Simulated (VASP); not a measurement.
Write the native input for VASP 6.6.1 that does the following.

| Property | Result |
| --- | --- |
| Task | single point |
| Functional | PBEsol |
| Potentials or basis | VASP PAW PBE potentials, release 64 (In_d, Sb) |
| Cutoff | 520 eV |
| k mesh | 10 × 10 × 8 |
| Occupations | gaussian, width 0.1 eV |
| Spin | no spin polarisation |
| Dipole correction | no |
| Further INCAR settings | ALGO = Normal; EDIFF = 1e-06; NBANDS = 26 |

The structure of InSb lies in POSCAR:

```
InSb
1.0
    3.0633140000     -3.0813730000      0.0000000000
    3.0633140000      3.0813730000      0.0000000000
    0.0000000000      0.0000000000      6.1268940000
In Sb
2 2
Direct
    0.2794110000      0.7205890000      0.2500000000
    0.7205890000      0.2794110000      0.7500000000
    0.7772050000      0.2227950000      0.2500000000
    0.2227950000      0.7772050000      0.7500000000
```

These files were run (other wordings do the same):

INCAR

```
SYSTEM = InSb
PREC = Accurate ; ENCUT = 520
EDIFF = 1E-6 ; ISMEAR = 0
SIGMA = 0.1 ; LREAL = .False.
LASPH = .True. ; NELM = 100
ALGO = Normal ; ISIF = 2
LWAVE = .False. ; LCHARG = .False.
GGA = PS ; NBANDS = 26
```

KPOINTS

```
Automatic mesh
0
Gamma
  10 10 8
  0 0 0
```

Potentials or basis: VASP PAW PBE potentials, release 64 (In_d, Sb).

The run is started by

```console
$ cat potpaw_PBE.64/In_d/POTCAR potpaw_PBE.64/Sb/POTCAR > POTCAR
$ mpirun -np 1 vasp_std > vasp.out
```

Results of the run:

```yaml
Pressure: -2.6 GPa
Largest_force: 0.018 eV/Å
Band_gap_on_the_k_mesh: zero (bands 18 and 19 overlap by 2.67 eV)
```

Caveat: the PAW data sets were made with another functional, which shifts forces and pressure a little; spin-orbit coupling is left out, which moves the levels of the heavy elements.

It took 7.2 min on 1 thread of Intel Xeon 8259CL (shared host), peak memory 0.52 GiB.
